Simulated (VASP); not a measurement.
# Ge (I4/mmm) in VASP: further runs, part 2 of 2

VASP 6.6.1.

**5. Single point, PBE**

This run uses another cell than the first one, of 19.38 Å³/atom, 1.078 times its volume.

INCAR reads:

```
PREC     = Accurate       # precision mode
ENCUT    = 520            # plane-wave cutoff, eV
EDIFF    = 1E-6           # SCF threshold, eV
ISMEAR   = 0              # smearing method
SIGMA    = 0.013000000000000001 # smearing width, eV
LREAL    = False          # projectors in reciprocal space
LASPH    = True           # aspherical terms in the spheres
NELM     = 80             # most SCF steps
ALGO     = Normal         # electronic algorithm
ISIF     = 2              # what is computed and relaxed
LWAVE    = False          # write WAVECAR
LCHARG   = True           # write CHGCAR
GGA      = PE             # functional
LELF     = True           # ELF
LVHAR    = True         
NBANDS   = 13             # bands
```

KPOINTS reads:

```
regular mesh
0
Gamma
  12 12 12
```

POSCAR reads:

```
Ge
1.0
   -1.6084200000      1.6084200000      1.8731800000
    1.6084200000     -1.6084200000      1.8731800000
    1.6084200000      1.6084200000     -1.8731800000
Ge
1
Direct
    0.5000000000      0.5000000000      0.0000000000
```

Potentials or basis: VASP PAW PBE potentials, release 64 (Ge_d).

Command:

```console
$ cat potpaw_PBE.64/Ge_d/POTCAR > POTCAR
$ mpirun -np 1 vasp_std > vasp.out
```

OUTCAR:

```text
PREC = Accurate
   ENCUT = 520
   EDIFF = 1E-6
   ISMEAR = 0
   LREAL = False
   LASPH = True
   NELM = 80
   ISIF = 2
   GGA = PE

 ion  position               nearest neighbor table
   1  0.500  0.500  0.000-

  LATTYP: Found a body centered tetragonal cell.
 ALAT       =     3.2168400000
 C/A-ratio  =     1.1646087465

  Lattice vectors:

 A1 = (  -1.6084200000,   1.6084200000,   1.8731800000)
 A2 = (   1.6084200000,  -1.6084200000,   1.8731800000)
 A3 = (   1.6084200000,   1.6084200000,  -1.8731800000)

Analysis of symmetry for initial positions (statically):
=====================================================================
 Subroutine PRICEL returns:
 Original cell was already a primitive cell.

 Routine SETGRP: Setting up the symmetry group for a
 body centered tetragonal supercell.

 Subroutine GETGRP returns: Found 16 space group operations
 (whereof 16 operations were pure point group operations)
 out of a pool of 16 trial point group operations.

The static configuration has the point symmetry D_4h.

Analysis of symmetry for dynamics (positions and initial velocities):
=====================================================================
 Subroutine PRICEL returns:
 Original cell was already a primitive cell.

 Routine SETGRP: Setting up the symmetry group for a
 body centered tetragonal supercell.

 Subroutine GETGRP returns: Found 16 space group operations
 (whereof 16 operations were pure point group operations)
 out of a pool of 16 trial point group operations.

The dynamic configuration has the point symmetry D_4h.

 Subroutine INISYM returns: Found 16 space group operations
 (whereof 16 operations are pure point group operations),
 and found     1 'primitive' translations

----------------------------------------------------------------------------------------

                                     Primitive cell
[... 110 lines left out ...]
  volume/ion in A,a.u.               =      19.38       130.81
  Fermi-wavevector in a.u.,A,eV,Ry     =   1.468829  2.775685 29.354024  2.157460
  Thomas-Fermi vector in A             =   2.584280
   LORBIT       =      0    0 simple, 1 ext, 2 COOP (PROOUT), +10 PAW based schemes
   GGA     = PE    functional components
   LHFCALC =     F    Hartree Fock is set to
   AEXX    =    0.0000 exact exchange contribution
   IVDW    =     0    specifies the selected vdW correction
   LEPSILON=     F    determine dielectric tensor
   LRPA    =     F    only Hartree local field effects (RPA)
 non-spin polarized calculation
 Gauss-broadening in eV      SIGMA  =   0.01
  energy-cutoff  :      520.00
  volume of cell :       19.38
 maximum number of plane-waves:       536
 NGX is ok and might be reduce to    24
   NGX = 11   NGY = 11   NGZ = 11

 number of electron      13.9999999 magnetization

 Free energy of the ion-electron system (eV)
  ---------------------------------------------------
  ext. energy  EPLUGINS =         0.00000000
  ---------------------------------------------------
  free energy    TOTEN  =        -4.18350317 eV

  energy without entropy =       -4.18347006  energy(sigma->0) =       -4.18348662

 E-fermi :   6.5971     XC(G=0): -11.1611

 val. band max:        6.5941163953   @ k =  -0.3333   0.3333   0.1667
 cond. band min:       6.6236811617   @ k =   0.3333   0.3333   0.1667
 fundamental gap:      0.0295647664
 Fermi energy:         6.5970781312

 k-point     1 :       0.0000    0.0000    0.0000
  band No.  band energies     occupation
      1     -18.2204      2.00000
      2     -18.2204      2.00000
      3     -18.2019      2.00000
      4     -18.1684      2.00000
      5     -18.1311      2.00000
      6      -6.4372      2.00000
      7      15.1099      0.00000
      8      15.4111      0.00000
      9      15.4111      0.00000
     10      20.4284      0.00000
     11      20.4284      0.00000
     12      21.8065      0.00000
     13      22.0379      0.00000
[... 354 lines left out ...]
  band No.  band energies     occupation
      1     -18.2277      2.00000
      2     -18.2001      2.00000
      3     -18.1616      2.00000
      4     -18.1455      2.00000
      5     -18.1219      2.00000
      6      -2.9433      2.00000
      7       5.0642      2.00000
      8       9.3256      0.00000
      9      12.0696      0.00000
     10      17.0857      0.00000
     11      19.9427      0.00000
     12      22.9235      0.00000
     13      24.6329      0.00000

 [... further k-points ...]
[... 5 lines left out ...]
  --------------------------------------------------------------------------------------
  -------------------------------------------------------------------------------------
  Total        0.0532504      0.0532504      0.1708724      0.0000000     -0.0000000      0.0000000
  in kB        4.4014459      4.4014459     14.1235569      0.0000000     -0.0000000      0.0000000
  external PRESSURE =       7.6421496 kB  Pullay stress =       0.0000000 kB

 VOLUME and BASIS-vectors are now :
 -----------------------------------------------------------------------------
  energy-cutoff  :      520.00
  volume of cell :       19.38
      direct lattice vectors                 reciprocal lattice vectors
    -1.608420000  1.608420000  1.873180000     0.000000000  0.310864078  0.266925763
     1.608420000 -1.608420000  1.873180000     0.310864078  0.000000000  0.266925763
     1.608420000  1.608420000 -1.873180000     0.310864078  0.310864078  0.000000000

 POSITION                                       TOTAL-FORCE (eV/Angst)
 -----------------------------------------------------------------------------------
      0.00000      0.00000      1.87318         0.000000      0.000000      0.000000
 -----------------------------------------------------------------------------------
    total drift:                               -0.000000      0.000000      0.000000

  FREE ENERGIE OF THE ION-ELECTRON SYSTEM (eV)
  ---------------------------------------------------
  free  energy   TOTEN  =        -4.1835031700 eV

  energy  without entropy=       -4.1834700618  energy(sigma->0) =       -4.18348662
```

OSZICAR:

```text
N       E                     dE             d eps       ncg     rms          rms(c)
DAV:   1     0.638979477490E+02    0.63898E+02   -0.71501E+03  4588   0.295E+03
DAV:   2     0.147401829762E+01   -0.62424E+02   -0.59355E+02  4518   0.405E+02
DAV:   3    -0.411393515348E+01   -0.55880E+01   -0.55533E+01  4863   0.716E+01
DAV:   4    -0.419410465546E+01   -0.80170E-01   -0.80158E-01  4958   0.929E+00
DAV:   5    -0.419491713209E+01   -0.81248E-03   -0.81247E-03  4938   0.103E+00    0.105E+00
DAV:   6    -0.418695924614E+01    0.79579E-02   -0.57305E-03  5408   0.158E+00    0.586E-01
DAV:   7    -0.418361721325E+01    0.33420E-02   -0.39028E-03  5313   0.100E+00    0.564E-02
DAV:   8    -0.418349673495E+01    0.12048E-03   -0.34102E-04  5163   0.418E-01    0.227E-02
DAV:   9    -0.418350279448E+01   -0.60595E-05   -0.44638E-06  4903   0.208E-02    0.299E-03
DAV:  10    -0.418350317001E+01   -0.37553E-06   -0.62725E-08  3224   0.271E-03
   1 F= -.41835032E+01 E0= -.41834866E+01  d E =-.331082E-04
```

It took 15 s on 1 thread of AMD EPYC 9R45 (Zen 5), shared host; peak memory 0.13 GiB.

What came out:

* Free energy: -4.1835 eV
* Pressure: 0.8 GPa
* Band gap on the k mesh: zero (band 7 reaches 15.11 eV, above the bottom of band 8 at 3.80 eV)

**6. Single point, PBE**

This run uses another cell than the first one, of 19.38 Å³/atom, 1.078 times its volume.

INCAR reads:

```
SYSTEM = Ge
ALGO = Normal
EDIFF = 1E-6
ENCUT = 520
GGA = PE
ISIF = 2
ISMEAR = 0
LASPH = .True.
LCHARG = .False.
LREAL = .False.
LWAVE = .False.
NBANDS = 13
NELM = 60
PREC = Accurate
SIGMA = 0.014
```

KPOINTS reads:

```
k-points
0
Gamma
  12 12 12
  0 0 0
```

POSCAR is that of step 5.

Potentials or basis: VASP PAW PBE potentials, release 64 (Ge_d).

Command:

```console
$ cat potpaw_PBE.64/Ge_d/POTCAR > POTCAR
$ mpirun -np 1 vasp_std > vasp.out
```

Wall time 14 s (1 thread of AMD EPYC 9R45 (Zen 5), shared host); peak memory 0.13 GiB.

Results (log left out):

```yaml
Free_energy: -4.1835 eV
Pressure: 0.8 GPa
Band_gap_on_the_k_mesh: zero (band 7 reaches 15.11 eV, above the bottom of band 8 at 3.80 eV)
```

Stress tensor (GPa, compression positive):
```
0.44 0.00 0.00
0.00 0.44 0.00
0.00 0.00 1.41
```

Levels at points of the mesh, in eV from the Fermi level:
```tsv
k point	band 3	band 4	band 5	band 6	band 7	band 8	band 9	band 10	band 11	band 12
(0.00, 0.00, 0.00)	-24.80	-24.77	-24.73	-13.03	8.51	8.81	8.81	13.83	13.83	15.21
(0.50, 0.00, 0.00)	-24.76	-24.73	-24.70	-7.81	-5.40	5.04	7.27	10.25	10.66	15.70
(0.50, 0.50, 0.00)	-24.73	-24.72	-24.69	-6.74	-4.86	3.09	4.58	7.68	7.83	22.46
(0.50, 0.50, 0.50)	-24.72	-24.70	-24.70	-3.62	-2.48	0.69	0.69	4.42	5.21	26.42
```

**7. Overview**

| level | cell | smearing | gap on the mesh (eV) | pressure (GPa) |
| --- | --- | --- | --- | --- |
| PBEsol+D4 | a = 2.872 Å, angles 113.5, 113.5, 101.6°, 1 atom | fermi-dirac 0.05 eV | none | 0.1 |
| PBE+D3(BJ) | a = 2.923 Å, angles 115.7, 115.7, 97.7°, 1 atom | fermi-dirac 0.05 eV | none | 0.0 |
| PBE+D4 | a = 2.923 Å, angles 115.7, 115.7, 97.6°, 1 atom | fermi-dirac 0.05 eV | none | 0.0 |
| PBE | a = 2.947 Å, angles 113.8, 113.8, 101.1°, 1 atom | gaussian 0.013 eV | none | 0.8 |
| PBE | a = 2.947 Å, angles 113.8, 113.8, 101.1°, 1 atom | gaussian 0.014 eV | none | 0.8 |

Alike in all rows: task single point; potentials or basis VASP PAW PBE potentials, release 64 (Ge_d); no spin polarisation; k mesh 12 × 12 × 12; cutoff (eV) 520.

Caveats: pairwise dispersion overbinds metals, which lowers pressure and volume (some runs); the PAW data sets were made with another functional, which shifts forces and pressure a little (some runs).

Absolute energies hang on the potentials; compare differences alone.
